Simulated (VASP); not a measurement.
Here is a VASP 6.6.1 calculation.

The input INCAR:

```
ALGO = Normal
EDIFF = 1E-6
ENCUT = 520
GGA = PE
ISIF = 2
ISMEAR = -1
LASPH = True
LCHARG = True
LELF = True
LREAL = False
LVHAR = True
LWAVE = False
NBANDS = 28
NELM = 60
PREC = Accurate
SIGMA = 0.08
```

The input KPOINTS:

```
k-points
0
Gamma
  4 7 4
```

POSCAR

```
Hf
1.0
    6.3934000000      0.0000000000      0.0000000000
   -1.5983500000      2.7684234083      0.0000000000
    0.0000000000      0.0000000000      5.0578000000
Hf
4
Direct
    0.1673887118      0.6470397536      0.2496277037
    0.6847426507      0.6907646404      0.2458600577
    0.3323511158      0.3405071627      0.7562997746
    0.8155175383      0.3216885095      0.7482122662
```

Potentials or basis: VASP PAW PBE potentials, release 64 (Hf_pv).

Launch:

```sh
$ cat potpaw_PBE.64/Hf_pv/POTCAR > POTCAR
$ mpirun -np 1 vasp_std > vasp.out
```

Task: Predict the band gap on the k mesh.

Result: Zero (band 20 reaches 5.85 eV, above the bottom of band 21 at 4.59 eV).

Task: Predict the pressure.

Result: 0.5 GPa.

Stress tensor (GPa, compression positive):
```
 0.40 -1.03 -0.10
-1.03  0.56  0.00
-0.10  0.00  0.69
```

Caveat: spin-orbit coupling is left out, which moves the levels of the heavy elements.
